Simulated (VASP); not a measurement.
# InSb (I-4m2) in VASP: further runs, part 2 of 2

VASP 6.6.1. The steps go on from the part before.

## Step 3: Single point, PBEsol (strain +0.030 along x and y, -0.030 along z)

The input, INCAR:

```
SYSTEM = InSb
PREC = Accurate ; ENCUT = 520
EDIFF = 1E-6 ; ISMEAR = 0
SIGMA = 0.15 ; LREAL = .FALSE.
LASPH = .TRUE. ; NELM = 80
ALGO = Normal ; ISIF = 2
LWAVE = .FALSE. ; LCHARG = .FALSE.
GGA = PS ; NBANDS = 16
```

The input, KPOINTS:

```
regular mesh
0
G
  12 12 12
  0 0 0
```

The input, POSCAR:

```
InSb
1.0
    0.0000000000      3.3362730000      3.1419270000
    3.3362730000      0.0000000000      3.1419270000
    3.3362730000      3.3362730000      0.0000000000
In Sb
1 1
Direct
    0.0000000000      0.0000000000      0.0000000000
    0.7500000000      0.7500000000      0.7500000000
```

Potentials or basis: VASP PAW PBE potentials, release 64 (In_d, Sb).

On the command line:

```bash
$ cat potpaw_PBE.64/In_d/POTCAR potpaw_PBE.64/Sb/POTCAR > POTCAR
$ mpirun -np 1 vasp_std > vasp.out
```

OUTCAR:

```text
SYSTEM = InSb
   PREC = Accurate
   ENCUT = 520
   EDIFF = 1E-6
   ISMEAR = 0
   LREAL = .FALSE.
   LASPH = .TRUE.
   NELM = 80
   ISIF = 2
   GGA = PS

 ion  position               nearest neighbor table
   1  0.000  0.000  0.000-   2 2.83   2 2.83   2 2.83   2 2.83
   2  0.750  0.750  0.750-   1 2.83   1 2.83   1 2.83   1 2.83

  LATTYP: Found a body centered tetragonal cell.
 ALAT       =     4.7182025244
 C/A-ratio  =     1.3318321898

  Lattice vectors:

 A1 = (   0.0000000000,  -3.3362730000,  -3.1419270000)
 A2 = (   0.0000000000,   3.3362730000,  -3.1419270000)
 A3 = (   3.3362730000,   0.0000000000,   3.1419270000)

Analysis of symmetry for initial positions (statically):
=====================================================================
 Subroutine PRICEL returns:
 Original cell was already a primitive cell.

 Routine SETGRP: Setting up the symmetry group for a
 body centered tetragonal supercell.

 Subroutine GETGRP returns: Found  8 space group operations
 (whereof  8 operations were pure point group operations)
 out of a pool of 16 trial point group operations.

[... 157 lines left out ...]
  ext. energy  EPLUGINS =         0.00000000
  ---------------------------------------------------
  free energy    TOTEN  =        -7.68667345 eV

  energy without entropy =       -7.68642175  energy(sigma->0) =       -7.68654760

 E-fermi :   4.8352     XC(G=0):  -8.7528

 val. band max:        4.6617131558   @ k =   0.0833  -0.0000   0.0000
 cond. band min:       4.8427250378   @ k =   0.0000   0.0000   0.0000
 fundamental gap:      0.1810118820
 Fermi energy:         4.8352378831

 k-point     1 :       0.0000    0.0000    0.0000
  band No.  band energies     occupation
      1      -9.8177      2.00000
      2      -9.8177      2.00000
      3      -9.8062      2.00000
      4      -9.7408      2.00000
      5      -9.7317      2.00000
      6      -5.8977      2.00000
[... 433 lines left out ...]
      3      -9.7908      2.00000
      4      -9.7442      2.00000
      5      -9.7280      2.00000
      6      -4.4442      2.00000
[... 8 lines left out ...]
     15      12.8748      0.00000
     16      13.3114      0.00000

 [... further k-points ...]
[... 5 lines left out ...]
  --------------------------------------------------------------------------------------
  -------------------------------------------------------------------------------------
  Total       -0.4090464     -0.4090464      0.2389713      0.0000000      0.0000000      0.0000000
  in kB       -9.3698776     -9.3698776      5.4740291      0.0000000      0.0000000      0.0000000
  external PRESSURE =      -4.4219087 kB  Pullay stress =       0.0000000 kB

 VOLUME and BASIS-vectors are now :
 -----------------------------------------------------------------------------
  energy-cutoff  :      520.00
  volume of cell :       69.94
      direct lattice vectors                 reciprocal lattice vectors
     0.000000000  3.336273000  3.141927000    -0.149867832  0.149867832  0.159138007
     3.336273000  0.000000000  3.141927000     0.149867832 -0.149867832  0.159138007
     3.336273000  3.336273000  0.000000000     0.149867832  0.149867832 -0.159138007

 POSITION                                       TOTAL-FORCE (eV/Angst)
 -----------------------------------------------------------------------------------
      0.00000      0.00000      0.00000         0.000000      0.000000      0.000000
      5.00441      5.00441      4.71289        -0.000000     -0.000000     -0.000000
 -----------------------------------------------------------------------------------
    total drift:                               -0.000000     -0.000000      0.000000

  FREE ENERGIE OF THE ION-ELECTRON SYSTEM (eV)
  ---------------------------------------------------
  free  energy   TOTEN  =        -7.6866734459 eV

  energy  without entropy=       -7.6864217474  energy(sigma->0) =       -7.68654760
```

Run time: 4.3 min. Hardware: 1 thread of Intel Xeon 8259CL, shared host; peak memory 0.34 GiB.

What came out:

```yaml
Free_energy: -7.6867 eV
Pressure: -0.4 GPa
Band_gap_on_the_k_mesh: 0.18 eV (least direct gap 0.27 eV)
```

Stress tensor (GPa, compression positive):
```
-0.94  0.00  0.00
 0.00 -0.94  0.00
 0.00  0.00  0.55
```

Caveat: the cell differs from its parent crystal (strain +0.030 along x and y, -0.030 along z); the PAW data sets were made with another functional, which shifts forces and pressure a little; spin-orbit coupling is left out, which moves the levels of the heavy elements. A k mesh can miss the band edges.
